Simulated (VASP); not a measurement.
# Ti3Al (R-3m) in VASP: a series of runs

Ti3Al is run at these levels: PBE; tasks: single point, relaxation of cell and atoms.

All numbers are computed with VASP 6.6.1; they aren't measurements. Logs are shortened: lines on timing, memory, paths and dates and some standing lists are left out, and cuts for length are marked.

### 1 The cell of the first run

The structure is trigonal, space group R-3m (No. 166). The conventional cell has a = 4.281 Å, b = 4.281 Å, c = 11.764 Å, α = 90.00°, β = 90.00°, γ = 120.00°. Ti (site symmetry 2/m) has 2 Al at 2.14 Å and 4 Ti at 2.14 Å within 2.8 Å. Within 2.8 Å of Al (site symmetry -3m) lie 6 Ti at 2.14 Å.

### 2 Single point, PBE

File INCAR:

```
SYSTEM = Ti3Al
  PREC = Accurate
  ENCUT = 520
  EDIFF = 1E-6
  ISMEAR = 0
  SIGMA = 0.1
  LREAL = .FALSE.
  LASPH = .TRUE.
  NELM = 80
  ALGO = Fast
  ISIF = 2
  LWAVE = .FALSE.
  LCHARG = .FALSE.
  GGA = PE
  NBANDS = 28
```

File KPOINTS:

```
regular mesh
0
G
  6 6 6
  0 0 0
```

File POSCAR:

```
Ti3Al
1.0
    2.1403160300      1.2357120400      3.9214052200
   -2.1403160300      1.2357120400      3.9214052200
    0.0000000000     -2.4714240800      3.9214052200
Ti Al
3 1
Direct
    0.0000000000      0.0000000000      0.5000000000
    0.5000000000      0.0000000000      0.0000000000
    0.0000000000      0.5000000000      0.0000000000
    0.5000000000      0.5000000000      0.5000000000
```

Potentials or basis: VASP PAW PBE potentials, release 64 (Ti_sv, Al).

The run is started by

```console
> cat potpaw_PBE.64/Ti_sv/POTCAR potpaw_PBE.64/Al/POTCAR > POTCAR
> mpirun -np 1 vasp_std > vasp.out
```

OUTCAR:

```text
SYSTEM = Ti3Al
   PREC = Accurate
   ENCUT = 520
   EDIFF = 1E-6
   ISMEAR = 0
   LREAL = .FALSE.
   LASPH = .TRUE.
   NELM = 80
   ISIF = 2
   GGA = PE

 ion  position               nearest neighbor table
   1  0.000  0.000  0.500-   4 2.14   4 2.14   3 2.14   2 2.14   2 2.14   3 2.14
   2  0.500  0.000  0.000-   3 2.14   3 2.14   1 2.14   4 2.14   1 2.14   4 2.14
   3  0.000  0.500  0.000-   2 2.14   2 2.14   1 2.14   1 2.14   4 2.14   4 2.14
   4  0.500  0.500  0.500-   1 2.14   1 2.14   2 2.14   2 2.14   3 2.14   3 2.14

  LATTYP: Found a trigonal (rhomboedric) cell.
 ALAT       =     4.6352298598
 COS(alpha) =     0.5735744143

  Lattice vectors:

 A1 = (   2.1403160300,   1.2357120400,   3.9214052200)
 A2 = (  -2.1403160300,   1.2357120400,   3.9214052200)
 A3 = (   0.0000000000,  -2.4714240800,   3.9214052200)

Analysis of symmetry for initial positions (statically):
=====================================================================
 Subroutine PRICEL returns:
 Original cell was already a primitive cell.

 Routine SETGRP: Setting up the symmetry group for a
 trigonal (rhombohedral) supercell.

 Subroutine GETGRP returns: Found 12 space group operations
 (whereof 12 operations were pure point group operations)
 out of a pool of 12 trial point group operations.

The static configuration has the point symmetry D_3d.

Analysis of symmetry for dynamics (positions and initial velocities):
=====================================================================
 Subroutine PRICEL returns:
 Original cell was already a primitive cell.

 Routine SETGRP: Setting up the symmetry group for a
 trigonal (rhombohedral) supercell.

 Subroutine GETGRP returns: Found 12 space group operations
 (whereof 12 operations were pure point group operations)
 out of a pool of 12 trial point group operations.

The dynamic configuration has the point symmetry D_3d.

 Subroutine INISYM returns: Found 12 space group operations
 (whereof 12 operations are pure point group operations),
 and found     1 'primitive' translations

----------------------------------------------------------------------------------------

                                     Primitive cell

  volume of cell :      62.2283

  direct lattice vectors                    reciprocal lattice vectors
     2.140316030  1.235712040  3.921405220     0.233610361  0.134875004  0.085003542
    -2.140316030  1.235712040  3.921405220    -0.233610361  0.134875004  0.085003542
     0.000000000 -2.471424080  3.921405220     0.000000000 -0.269750009  0.085003542

  length of vectors
     4.635229860  4.635229860  4.635229863     0.282826218  0.282826218  0.282826217

  position of ions in fractional coordinates (direct lattice)
     1.000000000  1.000000000  0.500000000
     0.500000000  0.000000000  1.000000000
     0.000000000  0.500000000  1.000000000
     0.500000000  0.500000000  0.500000000

  ion indices of the primitive-cell ions
   primitive index   ion index
                 1           1
                 2           2
                 3           3
                 4           4

----------------------------------------------------------------------------------------

 KPOINTS: regular mesh

Automatic generation of k-mesh.
 Grid dimensions read from file:
 generate k-points for:    6    6    6

 Generating k-lattice:

  Cartesian coordinates                     Fractional coordinates (reciprocal lattice)
     0.038935060  0.022479167  0.014167257     0.166666667  0.000000000 -0.000000000
    -0.038935060  0.022479167  0.014167257     0.000000000  0.166666667 -0.000000000
     0.000000000 -0.044958335  0.014167257    -0.000000000 -0.000000000  0.166666667

  Length of vectors
     0.047137703  0.047137703  0.047137703

  Shift w.r.t. Gamma in fractional coordinates (k-lattice)
     0.000000000  0.000000000  0.000000000

 Subroutine IBZKPT returns following result:
 ===========================================

 Found     32 irreducible k-points:

 Following reciprocal coordinates:
            Coordinates               Weight
  0.000000  0.000000  0.000000      1.000000
  0.166667  0.000000 -0.000000      6.000000
  0.333333  0.000000 -0.000000      6.000000
  0.500000  0.000000  0.000000      3.000000
  0.166667  0.166667 -0.000000      6.000000
  0.333333  0.166667  0.000000     12.000000
[... 16 lines left out ...]
  0.500000  0.500000  0.166667      6.000000
 -0.333333  0.500000  0.166667     12.000000
 [... further k-points ...]
   k-points           NKPTS =     32   k-points in BZ     NKDIM =     32   number of bands    NBANDS=     28
   number of dos      NEDOS =    301   number of ions     NIONS =      4
   total plane-waves  NPLWV =  46656
   dimension x,y,z NGX =    36 NGY =   36 NGZ =   36
   dimension x,y,z NGXF=    72 NGYF=   72 NGZF=   72
   ions per type =               3   1
   NGX,Y,Z   is equivalent  to a cutoff of  12.91, 12.91, 12.91 a.u.
   NGXF,Y,Z  is equivalent  to a cutoff of  25.82, 25.82, 25.82 a.u.
 SYSTEM =  Ti3Al
   PREC   = accura    normal or accurate (medium, high low for compatibility)
   ISTART =      0    job   : 0-new  1-cont  2-samecut
   ICHARG =      2    charge: 1-file 2-atom 10-const
   ISPIN  =      1    spin polarized calculation?
   LNONCOLLINEAR =      F non collinear calculations
   LSORBIT =      F    spin-orbit coupling
   LASPH  =      T    aspherical Exc in radial PAW
   ENCUT  =  520.0 eV  38.22 Ry    6.18 a.u.   8.62  8.62  8.62*2*pi/ulx,y,z
   NELM   =     80;   NELMIN=  2; NELMDL= -5     # of ELM steps
   EDIFF  = 0.1E-05   stopping-criterion for ELM
   LREAL  =      F    real-space projection
   EDIFFG = 0.1E-04   stopping-criterion for IOM
   NSW    =      0    number of steps for IOM
   IBRION =     -1    ionic relax: 0-MD 1-quasi-New 2-CG
   NFREE  =      0    steps in history (QN), initial steepest desc. (CG)
   ISIF   =      2    stress and relaxation
   ISYM   =      2    0-nonsym 1-usesym 2-fastsym
   POTIM  = 0.5000    time-step for ionic-motion
   TEBEG  =    0.0;   TEEND  =   0.0 temperature during run
   PSTRESS=    0.0 pullay stress
   NELECT =      39.0000    total number of electrons
   NUPDOWN=      -1.0000    fix difference up-down
   EMIN   =  10.00;   EMAX   =-10.00  energy-range for DOS
   EFERMI =   0.00;   METHOD = LEGACY
   ISMEAR =     0;   SIGMA  =   0.10  broadening in eV -4-tet -1-fermi 0-gaus
   EFERMI_NEDOS =   21; number of points for ismear=-14 and -15
   IALGO  =     68    algorithm
   IMIX   =      4    mixing-type and parameters
     AMIX     =   0.40;   BMIX     =  1.00
     AMIX_MAG =   1.60;   BMIX_MAG =  1.00
  volume/ion in A,a.u.               =      15.56       104.98
  Fermi-wavevector in a.u.,A,eV,Ry     =   1.400986  2.647479 26.704977  1.962760
  Thomas-Fermi vector in A             =   2.523892
   LORBIT       =      0    0 simple, 1 ext, 2 COOP (PROOUT), +10 PAW based schemes
   GGA     = PE    functional components
   LHFCALC =     F    Hartree Fock is set to
   AEXX    =    0.0000 exact exchange contribution
   IVDW    =     0    specifies the selected vdW correction
   LEPSILON=     F    determine dielectric tensor
   LRPA    =     F    only Hartree local field effects (RPA)
 non-spin polarized calculation
 RMM-DIIS sequential band-by-band and
 Gauss-broadening in eV      SIGMA  =   0.10
  energy-cutoff  :      520.00
  volume of cell :       62.23
 maximum number of plane-waves:      1689
 NGX is ok and might be reduce to    36
   NGX = 17   NGY = 17   NGZ = 17

 number of electron      39.0000004 magnetization

 Free energy of the ion-electron system (eV)
  ---------------------------------------------------
  ext. energy  EPLUGINS =         0.00000000
  ---------------------------------------------------
  free energy    TOTEN  =       -12.95771108 eV

  energy without entropy =      -12.95055981  energy(sigma->0) =      -12.95413544

 E-fermi :   8.2283     XC(G=0): -10.9404

 val. band max:        8.2224763643   @ k =   0.5000   0.0000   0.0000
 cond. band min:       8.2556498753   @ k =   0.3333   0.3333  -0.0000
 fundamental gap:      0.0331735110
 Fermi energy:         8.2283183924

 k-point     1 :       0.0000    0.0000    0.0000
  band No.  band energies     occupation
      1     -48.2926      2.00000
      2     -46.8925      2.00000
      3     -46.8925      2.00000
      4     -27.0998      2.00000
      5     -25.3906      2.00000
      6     -25.3906      2.00000
[... 20 lines left out ...]
     27      12.5937      0.00000
     28      13.3312      0.00000

 k-point     2 :       0.1667    0.0000   -0.0000
  band No.  band energies     occupation
      1     -48.2185      2.00000
      2     -46.9867      2.00000
      3     -46.8943      2.00000
      4     -26.8557      2.00000
      5     -25.3577      2.00000
      6     -25.2105      2.00000
[... 20 lines left out ...]
     27      13.0346      0.00000
     28      13.5219      0.00000

 k-point     3 :       0.3333    0.0000   -0.0000
  band No.  band energies     occupation
      1     -48.0224      2.00000
      2     -47.2228      2.00000
      3     -46.8977      2.00000
      4     -26.3241      2.00000
      5     -25.1209      2.00000
      6     -24.7076      2.00000
[... 20 lines left out ...]
     27      12.3807      0.00000
     28      13.6637      0.00000

 k-point     4 :       0.5000    0.0000    0.0000
  band No.  band energies     occupation
      1     -47.8585      2.00000
      2     -47.4064      2.00000
      3     -46.8995      2.00000
      4     -26.0836      2.00000
      5     -24.4179      2.00000
      6     -24.1656      2.00000
[... 578 lines left out ...]
     27      11.6211      0.00000
     28      13.0957      0.00000

 k-point    23 :       0.5000    0.5000    0.1667
  band No.  band energies     occupation
      1     -48.0218      2.00000
      2     -47.2228      2.00000
      3     -46.8980      2.00000
      4     -26.3252      2.00000
      5     -25.1212      2.00000
      6     -24.7081      2.00000
[... 20 lines left out ...]
     27      11.8381      0.00000
     28      12.7988      0.00000

 k-point    24 :      -0.3333    0.5000    0.1667
  band No.  band energies     occupation
      1     -47.8602      2.00000
      2     -47.4018      2.00000
      3     -46.9024      2.00000
      4     -25.9181      2.00000
      5     -25.0142      2.00000
      6     -24.1464      2.00000
[... 20 lines left out ...]
     27      11.4046      0.00000
     28      12.8607      0.00000

 [... further k-points ...]
[... 5 lines left out ...]
  --------------------------------------------------------------------------------------
  -------------------------------------------------------------------------------------
  Total       49.6604941     49.6604944     -7.3525931      0.0000000      0.0000000      0.0000000
  in kB     1278.5963596   1278.5963678   -189.3053800      0.0000000      0.0000000      0.0000000
  external PRESSURE =     789.2957825 kB  Pullay stress =       0.0000000 kB

 VOLUME and BASIS-vectors are now :
 -----------------------------------------------------------------------------
  energy-cutoff  :      520.00
  volume of cell :       62.23
      direct lattice vectors                 reciprocal lattice vectors
     2.140316030  1.235712040  3.921405220     0.233610361  0.134875004  0.085003542
    -2.140316030  1.235712040  3.921405220    -0.233610361  0.134875004  0.085003542
     0.000000000 -2.471424080  3.921405220     0.000000000 -0.269750009  0.085003542

 POSITION                                       TOTAL-FORCE (eV/Angst)
 -----------------------------------------------------------------------------------
      0.00000     -1.23571      1.96070        -0.000000      0.000000     -0.000000
      1.07016      0.61786      1.96070        -0.000000     -0.000000      0.000000
     -1.07016      0.61786      1.96070         0.000000     -0.000000     -0.000000
      0.00000      0.00000      5.88211         0.000000     -0.000000      0.000000
 -----------------------------------------------------------------------------------
    total drift:                               -0.000000      0.000000     -0.000000

  FREE ENERGIE OF THE ION-ELECTRON SYSTEM (eV)
  ---------------------------------------------------
  free  energy   TOTEN  =       -12.9577110753 eV

  energy  without entropy=      -12.9505598132  energy(sigma->0) =      -12.95413544
```

Wall time 1.9 min (1 thread of Intel Xeon 6975P-C (Granite Rapids), shared host); peak memory 0.22 GiB.

Results:

- Free energy: -12.9577 eV
- Pressure: 78.9 GPa

Stress tensor (GPa, compression positive):
```
127.86   0.00   0.00
  0.00 127.86   0.00
  0.00   0.00 -18.93
```

### 3 Relaxation of cell and atoms, PBE

File INCAR:

```
PREC = Accurate
ENCUT = 600
EDIFF = 1E-7
ISMEAR = 0
SIGMA = 0.1
LREAL = False
LASPH = True
NELM = 100
ALGO = Normal
ISIF = 3
LWAVE = False
LCHARG = False
GGA = PE
IBRION = 2
NSW = 90
EDIFFG = -0.04
```

File KPOINTS:

```
Automatic mesh
0
Gamma
  6 6 6
```

POSCAR is that of step 2.

Potentials or basis: VASP PAW PBE potentials, release 64 (Ti_sv, Al).

The run is started by

```console
> cat potpaw_PBE.64/Ti_sv/POTCAR potpaw_PBE.64/Al/POTCAR > POTCAR
> mpirun -np 1 vasp_std > vasp.out
```

Run time: 11 min. Hardware: 1 thread of Intel Xeon 6975P-C (Granite Rapids), shared host; peak memory 0.27 GiB.

The run converged. Its results:

```yaml
Free_energy: -28.2472 eV
Relaxed_volume: 16.55 Å³/atom
Relaxed_cell: a = 4.045 Å, b = 4.045 Å, c = 4.045 Å, α = 89.85°, β = 89.85°, γ = 89.85°
Space_group_after_relaxing_to_0.05_Å: Pm-3m (No. 221)
Energy_gained_by_relaxing: 3822.5 meV/atom
Ionic_steps: 16
Pressure_after_relaxing: 0.0 GPa
```

Stress tensor (GPa, compression positive):
```
 0.05  0.00  0.00
 0.00  0.05  0.00
 0.00  0.00 -0.06
```

The path:
```
step  energy change (eV)  largest force (eV/Å)  pressure (GPa)  volume (Å³)
   1              0.0000                0.0000           78.98        62.23
   2             -6.6769                0.0000          -17.48       145.06
   3            -10.6846                0.0000           -7.81       100.21
   4            -10.6971                0.0000           -6.98        98.98
   5            -10.6988                0.0000           -6.15        97.80
   6            -11.9372                0.0000           -7.40        87.76
   7            -14.1286                0.0000           -5.36        73.50
   8             -7.9956                0.0000           99.54        44.32
   9            -14.9389                0.0000           -0.12        67.19
  10            -15.0421                0.0000           13.59        59.90
  11            -15.1629                0.0000            5.99        63.21
  12            -15.1645                0.0000            7.39        62.50
  13            -15.0920                0.0000            0.05        66.61
  14            -15.2638                0.0000            3.59        64.24
  15            -15.2726                0.0000           -2.61        67.86
  16            -15.2898                0.0000            0.01        66.20
```

Final structure:
```cif
data_structure
_symmetry_space_group_name_H-M 'P 1'
_symmetry_Int_Tables_number 1
_cell_length_a 4.0454
_cell_length_b 4.0454
_cell_length_c 4.0454
_cell_angle_alpha 89.845
_cell_angle_beta 89.845
_cell_angle_gamma 89.845
_cell_volume 66.20
loop_
_atom_site_label
_atom_site_type_symbol
_atom_site_fract_x
_atom_site_fract_y
_atom_site_fract_z
_atom_site_occupancy
Ti1 Ti 0.00000 0.00000 0.50000 1
Ti2 Ti 0.50000 0.00000 0.00000 1
Ti3 Ti 0.00000 0.50000 0.00000 1
Al1 Al 0.50000 0.50000 0.50000 1
```

Levels at points of the mesh, in eV from the Fermi level:
```csv
k point,band 16,band 17,band 18,band 19,band 20,band 21,band 22,band 23
"(0.00, 0.00, 0.00)",-1.83,-1.22,-1.21,-1.21,0.95,0.95,0.96,1.71
"(0.50, 0.00, 0.00)",-1.34,-1.33,-0.64,-0.47,0.45,0.46,0.90,0.99
"(0.50, 0.50, 0.00)",-1.58,-1.54,-0.33,-0.17,-0.15,0.61,0.62,1.43
"(0.50, 0.50, 0.50)",-2.03,-1.30,-1.27,-1.27,0.71,0.71,0.74,0.88
```
